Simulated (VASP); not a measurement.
# Be2BiSb3 (P-3m1) in VASP: a series of runs

The runs below take Be2BiSb3 through single point, relaxation of cell and atoms, with PBE.

Everything below comes from runs of VASP 6.6.1. Logs are shortened: lines on timing, memory, paths and dates and some standing lists are left out, and cuts for length are marked.

### Step 1. The cell of the first run

The structure is trigonal, space group P-3m1 (No. 164). Conventional cell: a = 3.361 Å, b = 3.361 Å, c = 8.233 Å, α = 90.00°, β = 90.00°, γ = 120.00°. Within 3.1 Å of Be (site symmetry 3m) lie 6 Sb at 2.38 Å. Sb (site symmetry -3m) has 6 Be at 2.38 Å within 3.1 Å. Within 3.1 Å of Sb (site symmetry 3m) lie 3 Be at 2.38 Å and 3 Bi at 2.38 Å. Bi (site symmetry -3m) has 6 Sb at 2.38 Å within 3.1 Å.

### Step 2. Single point, PBE

INCAR reads:

```
SYSTEM = Be2BiSb3
  PREC = Accurate
  ENCUT = 520
  EDIFF = 1E-6
  ISMEAR = 0
  SIGMA = 0.1
  LREAL = .False.
  LASPH = .True.
  NELM = 100
  ALGO = Normal
  ISIF = 2
  LWAVE = .False.
  LCHARG = .False.
  GGA = PE
  NBANDS = 26
```

KPOINTS reads:

```
Automatic mesh
0
Gamma
  6 6 2
  0 0 0
```

POSCAR reads:

```
Be2BiSb3
1.0
    3.3610026200      0.0000000000      0.0000000000
   -1.6805013100      2.9107136500      0.0000000000
    0.0000000000      0.0000000000      8.2327414400
Be Sb Bi
2 3 1
Direct
    0.3333333300      0.6666666700      0.6666666700
    0.6666666700      0.3333333300      0.3333333300
    0.0000000000      0.0000000000      0.5000000000
    0.3333333300      0.6666666700      0.1666666700
    0.6666666700      0.3333333300      0.8333333300
    0.0000000000      0.0000000000      0.0000000000
```

Potentials or basis: VASP PAW PBE potentials, release 64 (Be, Sb, Bi_d).

On the command line:

```sh
cat potpaw_PBE.64/Be/POTCAR potpaw_PBE.64/Sb/POTCAR potpaw_PBE.64/Bi_d/POTCAR > POTCAR
mpirun -np 1 vasp_std > vasp.out
```

OUTCAR:

```text
SYSTEM = Be2BiSb3
   PREC = Accurate
   ENCUT = 520
   EDIFF = 1E-6
   ISMEAR = 0
   LREAL = .False.
   LASPH = .True.
   NELM = 100
   ISIF = 2
   GGA = PE

 ion  position               nearest neighbor table
   1  0.333  0.667  0.667-   5 2.38   5 2.38   3 2.38   5 2.38   3 2.38   3 2.38
   2  0.667  0.333  0.333-   4 2.38   4 2.38   3 2.38   4 2.38   3 2.38   3 2.38
   3  0.000  0.000  0.500-   1 2.38   2 2.38   1 2.38   2 2.38   2 2.38   1 2.38   4 3.36   5 3.36
                             5 3.36   4 3.36   5 3.36   4 3.36
   4  0.333  0.667  0.167-   2 2.38   2 2.38   6 2.38   2 2.38   6 2.38   6 2.38   3 3.36   3 3.36
                             3 3.36   5 3.36   5 3.36   5 3.36
   5  0.667  0.333  0.833-   1 2.38   1 2.38   6 2.38   1 2.38   6 2.38   6 2.38   3 3.36   3 3.36
                             3 3.36   4 3.36   4 3.36   4 3.36
   6  0.000  0.000  0.000-   4 2.38   5 2.38   4 2.38   5 2.38   5 2.38   4 2.38

  LATTYP: Found a hexagonal cell.
 ALAT       =     3.3610026200
 C/A-ratio  =     2.4494897418

  Lattice vectors:

 A1 = (   3.3610026200,   0.0000000000,   0.0000000000)
 A2 = (  -1.6805013100,   2.9107136500,   0.0000000000)
 A3 = (   0.0000000000,   0.0000000000,   8.2327414400)

Analysis of symmetry for initial positions (statically):
=====================================================================
 Subroutine PRICEL returns:
 Original cell was already a primitive cell.

 Routine SETGRP: Setting up the symmetry group for a
 hexagonal supercell.

 Subroutine GETGRP returns: Found 12 space group operations
 (whereof 12 operations were pure point group operations)
 out of a pool of 24 trial point group operations.

The static configuration has the point symmetry D_3d.

Analysis of symmetry for dynamics (positions and initial velocities):
=====================================================================
 Subroutine PRICEL returns:
 Original cell was already a primitive cell.

 Routine SETGRP: Setting up the symmetry group for a
 hexagonal supercell.

 Subroutine GETGRP returns: Found 12 space group operations
 (whereof 12 operations were pure point group operations)
 out of a pool of 24 trial point group operations.

The dynamic configuration has the point symmetry D_3d.

 Subroutine INISYM returns: Found 12 space group operations
 (whereof 12 operations are pure point group operations),
 and found     1 'primitive' translations

----------------------------------------------------------------------------------------

                                     Primitive cell

  volume of cell :      80.5402

  direct lattice vectors                    reciprocal lattice vectors
     3.361002620  0.000000000  0.000000000     0.297530265  0.171779179  0.000000000
    -1.680501310  2.910713650  0.000000000     0.000000000  0.343558357  0.000000000
     0.000000000  0.000000000  8.232741440     0.000000000  0.000000000  0.121466222

  length of vectors
     3.361002620  3.361002619  8.232741440     0.343558357  0.343558357  0.121466222

  position of ions in fractional coordinates (direct lattice)
     0.333333330  0.666666670  0.666666670
     0.666666670  0.333333330  0.333333330
     0.000000000  0.000000000  0.500000000
     0.333333330  0.666666670  0.166666670
     0.666666670  0.333333330  0.833333330
     0.000000000  0.000000000  0.000000000

  ion indices of the primitive-cell ions
   primitive index   ion index
                 1           1
                 2           2
                 3           3
                 4           4
                 5           5
                 6           6

----------------------------------------------------------------------------------------

 KPOINTS: Automatic mesh

Automatic generation of k-mesh.
 Grid dimensions read from file:
 generate k-points for:    6    6    2

 Generating k-lattice:

  Cartesian coordinates                     Fractional coordinates (reciprocal lattice)
     0.049588377  0.028629863  0.000000000     0.166666667  0.000000000  0.000000000
     0.000000000  0.057259726  0.000000000     0.000000000  0.166666667  0.000000000
     0.000000000  0.000000000  0.060733111     0.000000000  0.000000000  0.500000000

  Length of vectors
     0.057259726  0.057259726  0.060733111

  Shift w.r.t. Gamma in fractional coordinates (k-lattice)
     0.000000000  0.000000000  0.000000000

 Subroutine IBZKPT returns following result:
 ===========================================

 Found     14 irreducible k-points:

 Following reciprocal coordinates:
            Coordinates               Weight
  0.000000  0.000000  0.000000      1.000000
  0.166667  0.000000  0.000000      6.000000
  0.333333  0.000000  0.000000      6.000000
  0.500000 -0.000000  0.000000      3.000000
  0.166667  0.166667  0.000000      6.000000
  0.333333  0.166667  0.000000     12.000000
  0.333333  0.333333  0.000000      2.000000
  0.000000  0.000000  0.500000      1.000000
  0.166667  0.000000  0.500000      6.000000
  0.333333  0.000000  0.500000      6.000000
  0.500000 -0.000000  0.500000      3.000000
  0.166667  0.166667  0.500000      6.000000
  0.333333  0.166667  0.500000     12.000000
  0.333333  0.333333  0.500000      2.000000
   k-points           NKPTS =     14   k-points in BZ     NKDIM =     14   number of bands    NBANDS=     26
   number of dos      NEDOS =    301   number of ions     NIONS =      6
   total plane-waves  NPLWV =  50176
   dimension x,y,z NGX =    28 NGY =   28 NGZ =   64
   dimension x,y,z NGXF=    56 NGYF=   56 NGZF=  128
   ions per type =               2   3   1
   NGX,Y,Z   is equivalent  to a cutoff of  13.85, 13.85, 12.92 a.u.
   NGXF,Y,Z  is equivalent  to a cutoff of  27.70, 27.70, 25.85 a.u.
 SYSTEM =  Be2BiSb3
   PREC   = accura    normal or accurate (medium, high low for compatibility)
   ISTART =      0    job   : 0-new  1-cont  2-samecut
   ICHARG =      2    charge: 1-file 2-atom 10-const
   ISPIN  =      1    spin polarized calculation?
   LNONCOLLINEAR =      F non collinear calculations
   LSORBIT =      F    spin-orbit coupling
   LASPH  =      T    aspherical Exc in radial PAW
   ENCUT  =  520.0 eV  38.22 Ry    6.18 a.u.   6.25  6.25 15.31*2*pi/ulx,y,z
   NELM   =    100;   NELMIN=  2; NELMDL= -5     # of ELM steps
   EDIFF  = 0.1E-05   stopping-criterion for ELM
   LREAL  =      F    real-space projection
   EDIFFG = 0.1E-04   stopping-criterion for IOM
   NSW    =      0    number of steps for IOM
   IBRION =     -1    ionic relax: 0-MD 1-quasi-New 2-CG
   NFREE  =      0    steps in history (QN), initial steepest desc. (CG)
   ISIF   =      2    stress and relaxation
   ISYM   =      2    0-nonsym 1-usesym 2-fastsym
   POTIM  = 0.5000    time-step for ionic-motion
   TEBEG  =    0.0;   TEEND  =   0.0 temperature during run
   PSTRESS=    0.0 pullay stress
   NELECT =      34.0000    total number of electrons
   NUPDOWN=      -1.0000    fix difference up-down
   EMIN   =  10.00;   EMAX   =-10.00  energy-range for DOS
   EFERMI =   0.00;   METHOD = LEGACY
   ISMEAR =     0;   SIGMA  =   0.10  broadening in eV -4-tet -1-fermi 0-gaus
   EFERMI_NEDOS =   21; number of points for ismear=-14 and -15
   IALGO  =     38    algorithm
   IMIX   =      4    mixing-type and parameters
     AMIX     =   0.40;   BMIX     =  1.00
     AMIX_MAG =   1.60;   BMIX_MAG =  1.00
  volume/ion in A,a.u.               =      13.42        90.59
  Fermi-wavevector in a.u.,A,eV,Ry     =   1.228090  2.320754 20.520376  1.508205
  Thomas-Fermi vector in A             =   2.363029
   LORBIT       =      0    0 simple, 1 ext, 2 COOP (PROOUT), +10 PAW based schemes
   GGA     = PE    functional components
   LHFCALC =     F    Hartree Fock is set to
   AEXX    =    0.0000 exact exchange contribution
   IVDW    =     0    specifies the selected vdW correction
   LEPSILON=     F    determine dielectric tensor
   LRPA    =     F    only Hartree local field effects (RPA)
 non-spin polarized calculation
 Gauss-broadening in eV      SIGMA  =   0.10
  energy-cutoff  :      520.00
  volume of cell :       80.54
 maximum number of plane-waves:      2215
 NGX is ok and might be reduce to    28
   NGX = 13   NGY = 13   NGZ = 31

 number of electron      33.9999994 magnetization

 Free energy of the ion-electron system (eV)
  ---------------------------------------------------
  ext. energy  EPLUGINS =         0.00000000
  ---------------------------------------------------
  free energy    TOTEN  =        -2.92104329 eV

  energy without entropy =       -2.91180624  energy(sigma->0) =       -2.91642476

 E-fermi :  15.8620     XC(G=0): -12.3540

 val. band max:       15.8211130270   @ k =   0.1667   0.1667   0.5000
 cond. band min:      15.8705114195   @ k =   0.0000   0.0000   0.5000
 fundamental gap:      0.0493983926
 Fermi energy:        15.8619692146

 k-point     1 :       0.0000    0.0000    0.0000
  band No.  band energies     occupation
      1     -10.6417      2.00000
      2     -10.6417      2.00000
      3     -10.4881      2.00000
      4     -10.3323      2.00000
      5     -10.3323      2.00000
      6      -5.4550      2.00000
[... 18 lines left out ...]
     25      21.8647      0.00000
     26      22.2944      0.00000

 k-point     2 :       0.1667    0.0000    0.0000
  band No.  band energies     occupation
      1     -10.7348      2.00000
      2     -10.6049      2.00000
      3     -10.4377      2.00000
      4     -10.3635      2.00000
      5     -10.3149      2.00000
      6      -4.8914      2.00000
[... 18 lines left out ...]
     25      21.5573      0.00000
     26      22.5156      0.00000

 k-point     3 :       0.3333    0.0000    0.0000
  band No.  band energies     occupation
      1     -10.9297      2.00000
      2     -10.5687      2.00000
      3     -10.4551      2.00000
      4     -10.3046      2.00000
      5     -10.2390      2.00000
      6      -3.1647      2.00000
[... 282 lines left out ...]
 k-point    13 :       0.3333    0.1667    0.5000
  band No.  band energies     occupation
      1     -10.9398      2.00000
      2     -10.6418      2.00000
      3     -10.4314      2.00000
      4     -10.2919      2.00000
      5     -10.2229      2.00000
      6      -1.5046      2.00000
[... 18 lines left out ...]
     25      22.3202      0.00000
     26      22.4869      0.00000

 k-point    14 :       0.3333    0.3333    0.5000
  band No.  band energies     occupation
      1     -10.8087      2.00000
      2     -10.8087      2.00000
      3     -10.3280      2.00000
      4     -10.3280      2.00000
      5     -10.2761      2.00000
      6       0.0381      2.00000
[... 18 lines left out ...]
     25      22.8476      0.00000
     26      22.8476      0.00000

------------------------ aborting loop because EDIFF is reached ----------------------------------------

  FORCE on cell =-STRESS in cart. coord.  units (eV):
  Direction    XX          YY          ZZ          XY          YZ          ZX
  --------------------------------------------------------------------------------------
  -------------------------------------------------------------------------------------
  Total       71.3530025     71.3530024     67.9275466      0.0000000      0.0000000      0.0000000
  in kB     1419.4170758   1419.4170747   1351.2748745      0.0000000      0.0000000      0.0000000
  external PRESSURE =    1396.7030083 kB  Pullay stress =       0.0000000 kB

 VOLUME and BASIS-vectors are now :
 -----------------------------------------------------------------------------
  energy-cutoff  :      520.00
  volume of cell :       80.54
      direct lattice vectors                 reciprocal lattice vectors
     3.361002620  0.000000000  0.000000000     0.297530265  0.171779179  0.000000000
    -1.680501310  2.910713650  0.000000000     0.000000000  0.343558357  0.000000000
     0.000000000  0.000000000  8.232741440     0.000000000  0.000000000  0.121466222

 POSITION                                       TOTAL-FORCE (eV/Angst)
 -----------------------------------------------------------------------------------
     -0.00000      1.94048      5.48849         0.000000     -0.000000     -0.126537
      1.68050      0.97024      2.74425        -0.000000      0.000000      0.126537
      0.00000      0.00000      4.11637        -0.000000      0.000000      0.000000
     -0.00000      1.94048      1.37212        -0.000000      0.000000     16.545899
      1.68050      0.97024      6.86062         0.000000     -0.000000    -16.545899
      0.00000      0.00000      0.00000        -0.000000      0.000000      0.000000
 -----------------------------------------------------------------------------------
    total drift:                                0.000000      0.000000      0.000000

  FREE ENERGIE OF THE ION-ELECTRON SYSTEM (eV)
  ---------------------------------------------------
  free  energy   TOTEN  =        -2.9210432856 eV

  energy  without entropy=       -2.9118062375  energy(sigma->0) =       -2.91642476
```

Run time: 29 s. Hardware: 1 thread of Intel Xeon Platinum 8375C at 2.90GHz (Ice Lake), shared host; peak memory 0.22 GiB.

What came out:

| Item | Value |
| --- | --- |
| Free energy | -2.9210 eV |
| Pressure | 139.7 GPa |
| Largest force | 16.546 eV/Å |
| Band gap on the k mesh | zero (band 17 reaches 17.08 eV, above the bottom of band 18 at 14.01 eV) |

Forces on the atoms (eV/Å):
```
Be    0.000   0.000  -0.127
Be    0.000   0.000   0.127
Sb    0.000   0.000   0.000
Sb    0.000   0.000  16.546
Sb    0.000   0.000 -16.546
Bi    0.000   0.000   0.000
```

Caveat: the k points lie up to 0.38 Å⁻¹ apart; spin-orbit coupling is left out, which moves the levels of the heavy elements; forces of over 1 eV/Å act on the atoms, so gaps and moduli don't describe the material at rest.

### Step 3. Relaxation of cell and atoms, PBE

This run uses another cell than the first one, of 22.58 Å³/atom, 1.682 times its volume.

INCAR reads:

```
ALGO = Normal
EDIFF = 1E-6
EDIFFG = -0.01
ENCUT = 600
GGA = PE
IBRION = 2
ISIF = 3
ISMEAR = 0
LASPH = True
LCHARG = False
LREAL = False
LWAVE = False
NELM = 100
NSW = 100
PREC = Accurate
SIGMA = 0.1
```

KPOINTS reads:

```
k-points
0
Gamma
  12 12 4
```

POSCAR reads:

```
Be2BiSb3
1.0
    3.9316302103      0.0000000000      0.0000000000
   -1.9658151052      3.4048916404      0.0000000000
    0.0000000000      0.0000000000     10.1218994290
Be Sb Bi
2 3 1
Direct
    0.3333333333      0.6666666667      0.6517278359
    0.6666666667      0.3333333333      0.3482721641
    0.0000000000      0.0000000000      0.5000000000
    0.3333333333      0.6666666667      0.2260583455
    0.6666666667      0.3333333333      0.7739416545
    0.0000000000      0.0000000000      0.0000000000
```

Potentials or basis: VASP PAW PBE potentials, release 64 (Be, Sb, Bi_d).

On the command line:

```sh
cat potpaw_PBE.64/Be/POTCAR potpaw_PBE.64/Sb/POTCAR potpaw_PBE.64/Bi_d/POTCAR > POTCAR
mpirun -np 1 vasp_std > vasp.out
```

Wall time 9 min (1 thread of AMD EPYC 9R45 (Zen 5), shared host); peak memory 0.46 GiB.

Results (log left out):

```
Free energy                            : -22.0087 eV
Relaxed volume                         : 22.53 Å³/atom
Relaxed cell                           : a = 3.905 Å, b = 3.905 Å, c = 10.237 Å, α = 90.00°, β = 90.00°, γ = 120.00°
Space group after relaxing (to 0.05 Å) : P-3m1 (No. 164)
Energy gained by relaxing              : 1.2 meV/atom
Ionic steps                            : 7
Pressure after relaxing                : 0.0 GPa
Band gap on the k mesh                 : zero (band 17 reaches 8.36 eV, above the bottom of band 18 at 5.91 eV)
```

Forces on the atoms (eV/Å):
```
Be   0.000  0.000 -0.003
Be   0.000  0.000  0.003
Sb   0.000  0.000  0.000
Sb   0.000  0.000  0.002
Sb   0.000  0.000 -0.002
Bi   0.000  0.000  0.000
```

Step by step:
| step | energy change (eV) | largest force (eV/Å) | pressure (GPa) | volume (Å³) |
| --- | --- | --- | --- | --- |
| 1 | 0.0000 | 0.0984 | -0.09 | 135.50 |
| 2 | -0.0029 | 0.0827 | 0.00 | 135.26 |
| 3 | -0.0062 | 0.0355 | 0.27 | 134.53 |
| 4 | -0.0066 | 0.0201 | -0.20 | 135.54 |
| 5 | -0.0069 | 0.0258 | 0.00 | 135.14 |
| 6 | -0.0070 | 0.0161 | 0.00 | 135.17 |
| 7 | -0.0071 | 0.0029 | -0.01 | 135.20 |

Final structure:
```yaml
crystal:
  lattice:
    - [3.90517, 0.00000, 0.00000]
    - [-1.95258, 3.38197, 0.00000]
    - [0.00000, 0.00000, 10.23699]
  atoms:
    - { symbol: Be, position: [0.33333, 0.66667, 0.65272] }
    - { symbol: Be, position: [0.66667, 0.33333, 0.34728] }
    - { symbol: Sb, position: [0.00000, 0.00000, 0.50000] }
    - { symbol: Sb, position: [0.33333, 0.66667, 0.22877] }
    - { symbol: Sb, position: [0.66667, 0.33333, 0.77123] }
    - { symbol: Bi, position: [0.00000, 0.00000, 0.00000] }
```

Levels at points of the mesh, in eV from the Fermi level:
```csv
k point,band 14,band 15,band 16,band 17,band 18,band 19,band 20,band 21
"(0.00, 0.00, 0.00)",0.40,0.48,0.48,0.56,0.56,2.12,2.12,3.42
"(0.50, 0.00, 0.00)",-2.44,-2.08,-1.72,-1.14,-0.38,0.66,1.06,2.56
"(0.00, 0.00, 0.50)",0.51,0.51,0.75,0.75,1.77,1.77,2.04,3.18
"(0.50, 0.00, 0.50)",-2.25,-1.76,-1.19,-0.45,0.70,0.75,1.02,1.08
```

Caveat: spin-orbit coupling is left out, which moves the levels of the heavy elements.

### Step 4. Single point, PBE

This run uses another cell than the first one, of 22.58 Å³/atom, 1.682 times its volume.

INCAR reads:

```
PREC = Accurate ; ENCUT = 520
EDIFF = 1E-7 ; ISMEAR = 0
SIGMA = 0.1 ; LREAL = F
LASPH = T ; NELM = 100
ALGO = Normal ; ISIF = 2
LWAVE = F ; LCHARG = F
GGA = PE ; NBANDS = 26
```

KPOINTS reads:

```
regular mesh
0
Gamma
  6 6 2
```

POSCAR is that of step 3.

On the command line:

```sh
cat potpaw_PBE.64/Be/POTCAR potpaw_PBE.64/Sb/POTCAR potpaw_PBE.64/Bi_d/POTCAR > POTCAR
mpirun -np 1 vasp_std > vasp.out
```

Run time: 34 s. Hardware: 1 thread of AMD EPYC 9R45 (Zen 5), shared host; peak memory 0.24 GiB.

The run converged. Its results:

| Quantity | Value |
| --- | --- |
| Free energy | -21.9935 eV |
| Pressure | -0.2 GPa |
| Largest force | 0.011 eV/Å |
| Band gap on the k mesh | zero (band 17 reaches 8.04 eV, above the bottom of band 18 at 5.95 eV) |

Forces in eV/Å, atoms in the order of the input:
```
Be   0.000  0.000  0.011
Be   0.000  0.000 -0.011
Sb   0.000  0.000  0.000
Sb   0.000  0.000  0.000
Sb   0.000  0.000  0.000
Bi   0.000  0.000  0.000
```

Stress tensor (GPa, compression positive):
```
-0.27  0.00  0.00
 0.00 -0.27  0.00
 0.00  0.00 -0.17
```

Levels at points of the mesh, in eV from the Fermi level:
```tsv
k point	band 13	band 14	band 15	band 16	band 17	band 18	band 19	band 20	band 21	band 22
(0.00, 0.00, 0.00)	0.33	0.33	0.45	0.45	0.52	0.52	2.09	2.09	3.35	3.35
(0.50, 0.00, 0.00)	-2.68	-2.46	-1.97	-1.65	-1.10	-0.45	0.69	1.08	2.68	3.06
(0.00, 0.00, 0.50)	0.22	0.49	0.49	0.71	0.71	1.70	1.70	2.10	3.08	3.59
(0.50, 0.00, 0.50)	-4.05	-2.24	-1.81	-1.10	-0.39	0.77	0.97	1.07	1.08	2.14
```

Caveat: spin-orbit coupling is left out, which moves the levels of the heavy elements.

### Step 5. Overview

| task | cell | k mesh | cutoff (eV) | gap on the mesh (eV) | pressure (GPa) | largest force (eV/Å) |
| --- | --- | --- | --- | --- | --- | --- |
| single point | a = 3.361, b = 3.361, c = 8.233 Å, angles 90.0, 90.0, 120.0°, 6 atoms | 6 × 6 × 2 | 520 | none | 139.7 | 16.55 |
| relaxation of cell and atoms | relaxed from a = 3.932, b = 3.932, c = 10.122 Å, angles 90.0, 90.0, 120.0°, 6 atoms | 12 × 12 × 4 | 600 | none | 0.0 | - |
| single point | a = 3.932, b = 3.932, c = 10.122 Å, angles 90.0, 90.0, 120.0°, 6 atoms | 6 × 6 × 2 | 520 | none | -0.2 | 0.01 |

Alike in all rows: level PBE; potentials or basis VASP PAW PBE potentials, release 64 (Be, Sb, Bi_d); no spin polarisation; smearing gaussian 0.1 eV.

Caveats: some runs use coarse meshes; spin-orbit coupling is left out, which moves the levels of the heavy elements; forces of over 1 eV/Å act on the atoms, so gaps and moduli don't describe the material at rest (some runs).

Absolute energies hang on the potentials; compare differences alone.
